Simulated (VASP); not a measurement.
# Ag (Fm-3m) in VASP: further runs, part 2 of 3

VASP 6.6.1. The steps go on from the part before.

## 3. Single point, r2SCAN

This run uses another cell than the first one, of 17.28 Å³/atom, 1.031 times its volume.

Input file POSCAR:

```
Ag
1.0
    0.0000000000      2.0520932789      2.0520932789
    2.0520932789      0.0000000000      2.0520932789
    2.0520932789      2.0520932789      0.0000000000
Ag
1
Direct
    0.0000000000      0.0000000000      0.0000000000
```

Input file INCAR.step1:

```
PREC = Accurate ; ENCUT = 520
ISMEAR = 0 ; SIGMA = 0.1
LREAL = F ; LASPH = T
NELM = 60 ; NBANDS = 12
GGA = PE ; ALGO = Normal
EDIFF = 1E-4 ; LWAVE = T
LCHARG = F
```

Input file INCAR.step2:

```
PREC = Accurate ; ENCUT = 520
EDIFF = 1E-7 ; ISMEAR = 0
SIGMA = 0.1 ; LREAL = F
LASPH = T ; NELM = 60
ALGO = Normal ; ISIF = 2
LWAVE = F ; LCHARG = F
METAGGA = R2SCAN ; LMIXTAU = T
NBANDS = 12 ; ISTART = 1
```

Input file KPOINTS:

```
Automatic mesh
0
Gamma
  18 18 18
```

Potentials or basis: VASP PAW PBE potentials, release 64 (Ag).

Run with:

```console
$ cat potpaw_PBE.64/Ag/POTCAR > POTCAR
$ cp INCAR.step1 INCAR
$ mpirun -np 1 vasp_std > vasp.out
$ cp INCAR.step2 INCAR
$ mpirun -np 1 vasp_std > vasp.out
```

OUTCAR:

```text
PREC = Accurate
   ENCUT = 520
   EDIFF = 1E-7
   ISMEAR = 0
   LREAL = F
   LASPH = T
   NELM = 60
   ISIF = 2
   METAGGA = R2SCAN
   ISTART = 1

 ion  position               nearest neighbor table
   1  0.000  0.000  0.000-

  LATTYP: Found a face centered cubic cell.
 ALAT       =     4.1041865578

  Lattice vectors:

 A1 = (   0.0000000000,   2.0520932789,   2.0520932789)
 A2 = (   2.0520932789,   0.0000000000,   2.0520932789)
 A3 = (   2.0520932789,   2.0520932789,   0.0000000000)

Analysis of symmetry for initial positions (statically):
=====================================================================
 Subroutine PRICEL returns:
 Original cell was already a primitive cell.

 Routine SETGRP: Setting up the symmetry group for a
 face centered cubic supercell.

 Subroutine GETGRP returns: Found 48 space group operations
 (whereof 48 operations were pure point group operations)
 out of a pool of 48 trial point group operations.

The static configuration has the point symmetry O_h .

Analysis of symmetry for dynamics (positions and initial velocities):
=====================================================================
 Subroutine PRICEL returns:
 Original cell was already a primitive cell.

 Routine SETGRP: Setting up the symmetry group for a
 face centered cubic supercell.

 Subroutine GETGRP returns: Found 48 space group operations
 (whereof 48 operations were pure point group operations)
 out of a pool of 48 trial point group operations.

The dynamic configuration has the point symmetry O_h .

 Subroutine INISYM returns: Found 48 space group operations
 (whereof 48 operations are pure point group operations),
 and found     1 'primitive' translations

----------------------------------------------------------------------------------------

                                     Primitive cell

  volume of cell :      17.2831

[... 107 lines left out ...]
  volume/ion in A,a.u.               =      17.28       116.63
  Fermi-wavevector in a.u.,A,eV,Ry     =   1.408203  2.661118 26.980842  1.983036
  Thomas-Fermi vector in A             =   2.530385
   LORBIT       =      0    0 simple, 1 ext, 2 COOP (PROOUT), +10 PAW based schemes
   METAGGA = R2SCAN    functional components
   LHFCALC =     F    Hartree Fock is set to
   AEXX    =    0.0000 exact exchange contribution
   IVDW    =     0    specifies the selected vdW correction
   LEPSILON=     F    determine dielectric tensor
   LRPA    =     F    only Hartree local field effects (RPA)
 non-spin polarized calculation
 Gauss-broadening in eV      SIGMA  =   0.10
  energy-cutoff  :      520.00
  volume of cell :       17.28
 maximum number of plane-waves:       483
 NGX is ok and might be reduce to    24
   NGX = 11   NGY = 11   NGZ = 11

 number of electron      10.9999999 magnetization

 Free energy of the ion-electron system (eV)
  ---------------------------------------------------
  ext. energy  EPLUGINS =         0.00000000
  ---------------------------------------------------
  free energy    TOTEN  =       -21.36076275 eV

  energy without entropy =      -21.35975086  energy(sigma->0) =      -21.36025681

 E-fermi :   8.2124     XC(G=0): -12.8752

 val. band max:        8.1796212617   @ k =   0.5000   0.1667   0.0556
 cond. band min:       8.3343006932   @ k =   0.5000   0.3333   0.1111
 fundamental gap:      0.1546794316
 Fermi energy:         8.2124304280

 k-point     1 :       0.0000    0.0000    0.0000
  band No.  band energies     occupation
      1       0.3884      2.00000
      2       3.1553      2.00000
      3       3.1553      2.00000
      4       3.1553      2.00000
      5       4.1752      2.00000
      6       4.1752      2.00000
      7      24.8652      0.00000
      8      28.5096      0.00000
      9      28.5096      0.00000
     10      28.5096      0.00000
     11      33.4341      0.00000
     12      34.3977      0.00000
[... 331 lines left out ...]
 k-point    24 :      -0.2222    0.0556    0.0000
  band No.  band energies     occupation
      1       1.7576      2.00000
      2       3.2142      2.00000
      3       3.3973      2.00000
      4       3.4493      2.00000
      5       4.1331      2.00000
      6       4.5132      2.00000
      7      20.1285      0.00000
      8      25.0254      0.00000
      9      27.4572      0.00000
     10      30.0401      0.00000
     11      30.7182      0.00000
     12      31.6924      0.00000

 [... further k-points ...]
[... 5 lines left out ...]
  --------------------------------------------------------------------------------------
  -------------------------------------------------------------------------------------
  Total        0.0111253      0.0111253      0.0111253      0.0000000     -0.0000000     -0.0000000
  in kB        1.0313408      1.0313408      1.0313408      0.0000000     -0.0000000     -0.0000000
  external PRESSURE =       1.0313408 kB  Pullay stress =       0.0000000 kB

 VOLUME and BASIS-vectors are now :
 -----------------------------------------------------------------------------
  energy-cutoff  :      520.00
  volume of cell :       17.28
      direct lattice vectors                 reciprocal lattice vectors
     0.000000000  2.052093279  2.052093279    -0.243653641  0.243653641  0.243653641
     2.052093279  0.000000000  2.052093279     0.243653641 -0.243653641  0.243653641
     2.052093279  2.052093279  0.000000000     0.243653641  0.243653641 -0.243653641

 POSITION                                       TOTAL-FORCE (eV/Angst)
 -----------------------------------------------------------------------------------
      0.00000      0.00000      0.00000        -0.000000     -0.000000      0.000000
 -----------------------------------------------------------------------------------
    total drift:                                0.000000      0.000000     -0.000000

  FREE ENERGIE OF THE ION-ELECTRON SYSTEM (eV)
  ---------------------------------------------------
  free  energy   TOTEN  =       -21.3607627538 eV

  energy  without entropy=      -21.3597508608  energy(sigma->0) =      -21.36025681
```

OUTCAR.step1:

```text
PREC = Accurate
   ENCUT = 520
   ISMEAR = 0
   LREAL = F
   LASPH = T
[... 576 lines left out ...]

 POSITION                                       TOTAL-FORCE (eV/Angst)
 -----------------------------------------------------------------------------------
      0.00000      0.00000      0.00000        -0.000000      0.000000     -0.000000
 -----------------------------------------------------------------------------------
    total drift:                               -0.000000      0.000000      0.000000

  FREE ENERGIE OF THE ION-ELECTRON SYSTEM (eV)
  ---------------------------------------------------
  free  energy   TOTEN  =        -2.7157440367 eV

  energy  without entropy=       -2.7147452777  energy(sigma->0) =       -2.71524466
```

OSZICAR.step1:

```text
N       E                     dE             d eps       ncg     rms          rms(c)
DAV:   1     0.517196065372E+02    0.51720E+02   -0.54708E+03  4760   0.826E+02
DAV:   2    -0.215593511918E+01   -0.53876E+02   -0.50508E+02  5460   0.193E+02
DAV:   3    -0.296367768580E+01   -0.80774E+00   -0.80682E+00  5556   0.250E+01
DAV:   4    -0.296620887150E+01   -0.25312E-02   -0.25311E-02  5460   0.148E+00
DAV:   5    -0.296622888176E+01   -0.20010E-04   -0.20011E-04  5364   0.116E-01    0.505E+00
DAV:   6    -0.272641085693E+01    0.23982E+00   -0.94331E-01  5076   0.869E+00    0.328E+00
DAV:   7    -0.271853085799E+01    0.78800E-02   -0.99806E-03  5488   0.943E-01    0.185E+00
DAV:   8    -0.271573762199E+01    0.27932E-02   -0.69976E-04  5264   0.199E-01    0.916E-02
DAV:   9    -0.271574403667E+01   -0.64147E-05   -0.81854E-06  2988   0.227E-02
   1 F= -.27157440E+01 E0= -.27152447E+01  d E =-.998759E-03
```

It took 77 s on 1 thread of Intel Xeon 6975P-C, shared host; peak memory 0.17 GiB.

What came out:

```yaml
Free_energy: -21.3608 eV
Pressure: 0.1 GPa
```

Levels at points of the mesh, in eV from the Fermi level:
```tsv
k point	band 4	band 5	band 6	band 7	band 8	band 9
(0.00, 0.00, 0.00)	-5.06	-4.04	-4.04	16.65	20.30	20.30
(0.50, 0.00, 0.00)	-3.24	-3.24	-0.26	3.66	15.89	18.50
(0.50, 0.50, 0.00)	-3.03	-3.03	1.77	6.90	11.10	11.10
```

Caveat: the PAW data sets were made with another functional, which shifts forces and pressure a little.

## 4. Single point, r2SCAN

This run uses another cell than the first one, of 17.28 Å³/atom, 1.031 times its volume.

POSCAR is that of step 3.

Input file INCAR.step1:

```
SYSTEM = Ag
PREC = Accurate
ENCUT = 520
ISMEAR = 0
SIGMA = 0.1
LREAL = .False.
LASPH = .True.
NELM = 80
NBANDS = 12
GGA = PE
ALGO = Normal
EDIFF = 1E-4
LWAVE = .True.
LCHARG = .False.
```

Input file INCAR.step2:

```
SYSTEM = Ag
PREC = Accurate
ENCUT = 520
EDIFF = 1E-6
ISMEAR = 0
SIGMA = 0.1
LREAL = .False.
LASPH = .True.
NELM = 80
ALGO = Normal
ISIF = 2
LWAVE = .False.
LCHARG = .False.
METAGGA = R2SCAN
LMIXTAU = .True.
NBANDS = 12
ISTART = 1
```

Input file KPOINTS:

```
regular mesh
0
Gamma
  18 18 18
  0 0 0
```

Run with:

```console
$ cat potpaw_PBE.64/Ag/POTCAR > POTCAR
$ cp INCAR.step1 INCAR
$ mpirun -np 1 vasp_std > vasp.out
$ cp INCAR.step2 INCAR
$ mpirun -np 1 vasp_std > vasp.out
```

Run time: 61 s. Hardware: 1 thread of Intel Xeon 6975P-C, shared host; peak memory 0.17 GiB.

It converged, with:

- Free energy: -21.3608 eV
- Pressure: 0.1 GPa

Levels at points of the mesh, in eV from the Fermi level:
```csv
k point,band 4,band 5,band 6,band 7,band 8,band 9
"(0.00, 0.00, 0.00)",-5.06,-4.04,-4.04,16.65,20.30,20.30
"(0.50, 0.00, 0.00)",-3.24,-3.24,-0.26,3.66,15.89,18.50
"(0.50, 0.50, 0.00)",-3.03,-3.03,1.77,6.90,11.10,11.10
```

Caveat: the PAW data sets were made with another functional, which shifts forces and pressure a little.

(Continued in part 3 of 3.)
